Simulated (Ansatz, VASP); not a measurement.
Two plane-wave programs on Al2Cu

```
CELL_PARAMETERS angstrom
-3.02604 3.02604 2.44167
3.02604 -3.02604 2.44167
3.02604 3.02604 -2.44167
ATOMIC_POSITIONS crystal
Al 0.34128 0.15872 0.50000
Al 0.15872 0.65872 0.81744
Al 0.84128 0.34128 0.18256
Al 0.65872 0.84128 0.50000
Cu 0.75000 0.75000 0.00000
Cu 0.25000 0.25000 0.00000
```

Alike in both runs: functional PBE; k mesh 10 × 10 × 10; occupations gaussian, width 0.1 eV; no spin polarisation.

Ansatz relaxed the structure, and its values are those at the end. VASP's run is a single point on that final structure, the one shown.

|  | VASP | Ansatz |
| --- | --- | --- |
| version | VASP 6.6.1 | Ansatz 0.2.0 |
| potentials or method | VASP PAW PBE potentials, release 64 (Al, Cu), cutoff 520 eV | scalar-relativistic, plane waves, PAW |
| valence electrons in the cell | 34 | 50 |

VASP gave:

```
gap on the k mesh at the Fermi level (eV) : none
pressure (GPa)                            : 0.1
```

Task: Estimate Ansatz's values.

Result: gap on the k mesh at the Fermi level (eV): none; pressure (GPa): 0.0.

A gap of «none» marks a metal or a gap that the smearing closes. VASP's potentials hold 34 valence electrons a cell and Ansatz's 50, so a difference there can come from the potentials and not from the codes.
